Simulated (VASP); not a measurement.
SnO2, 6 atoms in the cell. The typed cell holds 6 atoms: a = 4.804 Å, b = 4.804 Å, c = 3.232 Å, α = 90.00°, β = 90.00°, γ = 90.00°. 

- Program: VASP 6.6.1
- Task: single point
- Functional: PBE
- Potentials or basis: VASP PAW PBE potentials, release 64 (Sn_d, O)
- Cutoff: 520 eV
- k mesh: 6 × 6 × 8
- Occupations: gaussian, width 0.02 eV
- Spin: no spin polarisation
- Dipole correction: no
- Further INCAR settings: ALGO = Normal; EDIFF = 1e-07; NBANDS = 35

Potentials or basis: VASP PAW PBE potentials, release 64 (Sn_d, O).

The run is started by

```bash
$ cat potpaw_PBE.64/Sn_d/POTCAR potpaw_PBE.64/O/POTCAR > POTCAR
$ mpirun -np 1 vasp_std > vasp.out
```

Hardware: 1 thread of Intel Xeon 8259CL, with other jobs on the host.

**Question.** How long does it take, and how much memory?

**Answer.** Wall time 3.6 min on 1 thread of Intel Xeon 8259CL, with other jobs on the host, peak memory 0.29 GiB. Counts: scf iterations 16, k points 80.
